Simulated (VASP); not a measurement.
Runs of VASP 6.6.1 on Li. The structure is that of space group P6_3/mmc (No. 194), or close to it. The cells are those of the table. 

```tsv
task	level	potentials or basis	cell	cutoff (eV)	gap on the mesh (eV)	pressure (GPa)	relaxed volume (Å³/atom)
single point	BLYP+D3(BJ)	VASP PAW PBE potentials, release 64 (Li_sv)	a = 2.765, b = 2.765, c = 4.714 Å, angles 90.0, 90.0, 120.0°, 2 atoms	520	none	-	-
relaxation of cell and atoms	LDA	VASP PAW LDA potentials, release 64 (Li_sv)	relaxed from a = 3.111, b = 3.111, c = 5.093 Å, angles 90.0, 90.0, 120.0°, 2 atoms	600	none	0.0	(a)
single point	r2SCAN	VASP PAW PBE potentials, release 64 (Li_sv)	a = 3.055, b = 3.055, c = 5.193 Å, angles 90.0, 90.0, 120.0°, 2 atoms	520	none	-	-
single point	LDA	VASP PAW LDA potentials, release 64 (Li_sv)	a = 2.953, b = 2.953, c = 5.021 Å, angles 90.0, 90.0, 120.0°, 2 atoms	520	none	-	-
relaxation of cell and atoms	BLYP+D3(BJ)	VASP PAW PBE potentials, release 64 (Li_sv)	relaxed from a = 3.111, b = 3.111, c = 5.093 Å, angles 90.0, 90.0, 120.0°, 2 atoms	600	none	-0.1	15.57
relaxation of cell and atoms	r2SCAN	VASP PAW PBE potentials, release 64 (Li_sv)	relaxed from a = 3.111, b = 3.111, c = 5.093 Å, angles 90.0, 90.0, 120.0°, 2 atoms	600	none	0.0	20.13
```

Alike in all rows: no spin polarisation; k mesh 9 × 9 × 5; smearing methfessel-paxton 0.1 eV.

Estimate the missing entries.

(a) 18.68.

Caveats: the cutoff is under 1.25 times the usual one of these potentials, so pressure, stress and relaxed cells hold a basis-set (Pulay) error; the PAW data sets were made with another functional, which shifts forces and pressure a little (some runs); pairwise dispersion overbinds metals, which lowers pressure and volume (some runs); the volume moved by -12 % from the deposited cell, more than functionals usually miss (some runs); the volume moved by over 15 % at a fixed basis, so the end points are rough (some runs); the volume moved by -27 % from the deposited cell, more than functionals usually miss (some runs).

A gap of «none» marks levels without a gap at the run's occupations.
